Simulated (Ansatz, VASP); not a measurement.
## Pt: VASP beside Ansatz

INCAR

```
PREC = Accurate
ENCUT = 520
EDIFF = 1E-6
ISMEAR = -1
SIGMA = 0.1
LREAL = F
LASPH = T
NELM = 80
ALGO = Normal
ISIF = 2
LWAVE = F
LCHARG = T
GGA = PE
LELF = T
LVHAR = T
NBANDS = 17
```

File KPOINTS:

```
Automatic mesh
0
Gamma
  21 21 11
```

The input POSCAR:

```
Pt
1.0
    2.8032511472      0.0000000000      0.0000000000
   -1.4016255736      2.4276867066      0.0000000000
    0.0000000000      0.0000000000      4.8195150984
Pt
2
Direct
    0.3333333333      0.6666666667      0.2500000000
    0.6666666667      0.3333333333      0.7500000000
```

Input for Ansatz:

```yaml
crystal:
  lattice:
    - [2.8032511472, 0.0, 0.0]
    - [-1.4016255736, 2.4276867066, 0.0]
    - [0.0, 0.0, 4.8195150984]
  atoms:
    - { symbol: Pt, position: [0.3333333333, 0.6666666667, 0.25] }
    - { symbol: Pt, position: [0.6666666667, 0.3333333333, 0.75] }
hamiltonian:
  xc: pbe
  pseudopotentials:
    kind: paw
    azcp:
      Pt: "pseudopotentials/Pt.paw.azcp"
basis:
  ecutwfc: 420
  fft_grid_basis: typed
kpoints:
  mp_grid: { grid: [21, 21, 11], shift: [0, 0, 0] }
magnetization:
  spin_polarized: false
scf:
  occupations: { method: fermi_dirac, width: 0.1 }
output:
  stress: true
```

Alike in both runs: task single point; functional PBE; k mesh 21 × 21 × 11; occupations fermi-dirac, width 0.1 eV; no spin polarisation.

|  | VASP | Ansatz |
| --- | --- | --- |
| version | VASP 6.6.1 | Ansatz 0.2.0 |
| potentials or method | VASP PAW PBE potentials, release 64 (Pt), cutoff 520 eV | plane waves (420 eV) with PAW, scalar-relativistic |
| valence electrons in the cell | 20 | 36 |

```tsv
	VASP	Ansatz	Ansatz less VASP
pressure (GPa)	-8.9	-8.5	+0.43
traceless stress, the component that is largest in VASP (GPa)	0.43	0.51	+0.082
```

VASP's potentials hold 20 valence electrons a cell and Ansatz's 36, so a difference there can come from the potentials and not from the codes.

Spin-orbit coupling is off throughout.
